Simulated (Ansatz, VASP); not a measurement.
# PbF2 in VASP and in Ansatz

POSCAR

```
PbF2
1.0
    0.0000000000      2.9636600000      2.9636600000
    2.9636600000      0.0000000000      2.9636600000
    2.9636600000      2.9636600000      0.0000000000
Pb F
1 2
Direct
    0.0000000000      0.0000000000      0.0000000000
    0.2500000000      0.2500000000      0.2500000000
    0.7500000000      0.7500000000      0.7500000000
```

The input INCAR.step1:

```
SYSTEM = PbF2
PREC = Accurate
ENCUT = 600
ISMEAR = 0
SIGMA = 0.02
LREAL = .False.
LASPH = .True.
NELM = 80
GGA = PE
ALGO = Normal
EDIFF = 1E-4
LWAVE = .True.
LCHARG = .False.
```

INCAR.step2

```
SYSTEM = PbF2
PREC = Accurate
ENCUT = 600
EDIFF = 1E-6
ISMEAR = 0
SIGMA = 0.02
LREAL = .False.
LASPH = .True.
NELM = 80
ALGO = Normal
ISIF = 3
LWAVE = .False.
LCHARG = .False.
METAGGA = R2SCAN
LMIXTAU = .True.
IBRION = 2
NSW = 100
EDIFFG = -0.005
ISTART = 1
```

Contents of KPOINTS:

```
regular mesh
0
Gamma
  8 8 8
  0 0 0
```

Input for Ansatz:

```yaml
crystal:
  lattice:
    - [0.0, 2.96366, 2.96366]
    - [2.96366, 0.0, 2.96366]
    - [2.96366, 2.96366, 0.0]
  atoms:
    - { symbol: Pb, position: [0.0, 0.0, 0.0] }
    - { symbol: F, position: [0.25, 0.25, 0.25] }
    - { symbol: F, position: [0.75, 0.75, 0.75] }
basis:
  ecutwfc: 500
kpoints:
  mp_grid: { grid: [8, 8, 8] }
hamiltonian:
  xc: r2scan
scf:
  occupations: { method: gaussian, width: 0.02 }
output:
  forces: true
  stress: true
  eigenvalues: true
relax:
  adjacent_minimum: "off"
  f_tol: 0.005
  max_steps: 80
  cell: { stress_tol: 0.05 }
```

Alike in both runs: task relaxation of cell and atoms; functional r2SCAN; k mesh 8 × 8 × 8; occupations gaussian, width 0.02 eV; no spin polarisation.

|  | VASP | Ansatz |
| --- | --- | --- |
| version | VASP 6.6.1 | Ansatz 0.2.0 |
| potentials or method | VASP PAW PBE potentials, release 64 (Pb_d, F), cutoff 600 eV | scalar-relativistic, plane waves, PAW |
| valence electrons in the cell | 28 | 28 |

|  | VASP | Ansatz | Ansatz less VASP |
| --- | --- | --- | --- |
| gap on the k mesh at the Fermi level, each at its own relaxed structure (eV) | 4.93 | 4.93 | -0.001 |
| relaxed volume (Å³/atom) | 17.27 | 17.30 | +0.030 |
| relaxed length of the cell vector where the two differ most in proportion (Å) | 4.184 | 4.187 | +0.0024 |

VASP's potentials were made for PBE, not for r2SCAN.

Spin-orbit coupling is off throughout.
